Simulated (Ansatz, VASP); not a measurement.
**HgTe: VASP beside Ansatz**

Contents of INCAR:

```
ALGO = Normal ; EDIFF = 1E-7
ENCUT = 520 ; GGA = PE
ISIF = 2 ; ISMEAR = 0
LASPH = T ; LCHARG = F
LREAL = F ; LWAVE = F
NBANDS = 16 ; NELM = 60
PREC = Accurate ; SIGMA = 0.1
```

File KPOINTS:

```
k-points
0
Gamma
  12 12 12
```

File POSCAR:

```
HgTe
1.0
    0.0000000000      3.1667664000      3.1667664000
    3.1667664000      0.0000000000      3.1667664000
    3.1667664000      3.1667664000      0.0000000000
Hg Te
1 1
Direct
    0.0000000000      0.0000000000      0.0000000000
    0.7500000000      0.7500000000      0.7500000000
```

Input for Ansatz:

```yaml
crystal:
  lattice:
    - [0.0, 3.1667664, 3.1667664]
    - [3.1667664, 0.0, 3.1667664]
    - [3.1667664, 3.1667664, 0.0]
  atoms:
    - { symbol: Hg, position: [0.0, 0.0, 0.0] }
    - { symbol: Te, position: [0.75, 0.75, 0.75] }
basis:
  ecutwfc: 420
kpoints:
  mp_grid: { grid: [12, 12, 12] }
hamiltonian:
  xc: pbe
scf:
  occupations: { method: gaussian, width: 0.1 }
output:
  forces: true
  stress: true
  eigenvalues: true
  populations: true
```

Alike in both runs: task single point; functional PBE; k mesh 12 × 12 × 12; occupations gaussian, width 0.1 eV; no spin polarisation.

```csv
,VASP,Ansatz
version,VASP 6.6.1,Ansatz 0.2.0
potentials or method,"VASP PAW PBE potentials, release 64 (Hg, Te), cutoff 520 eV","scalar-relativistic, plane waves, PAW"
valence electrons in the cell,18,36
```

|  | VASP | Ansatz | Ansatz less VASP |
| --- | --- | --- | --- |
| gap on the k mesh at the Fermi level (eV) | none | none | - |
| pressure (GPa) | 7.4 | 7.3 | -0.11 |

A gap of «none» marks a metal or a gap that the smearing closes. VASP's potentials hold 18 valence electrons a cell and Ansatz's 36, so a difference there can come from the potentials and not from the codes.

Neither program's run includes spin-orbit coupling.
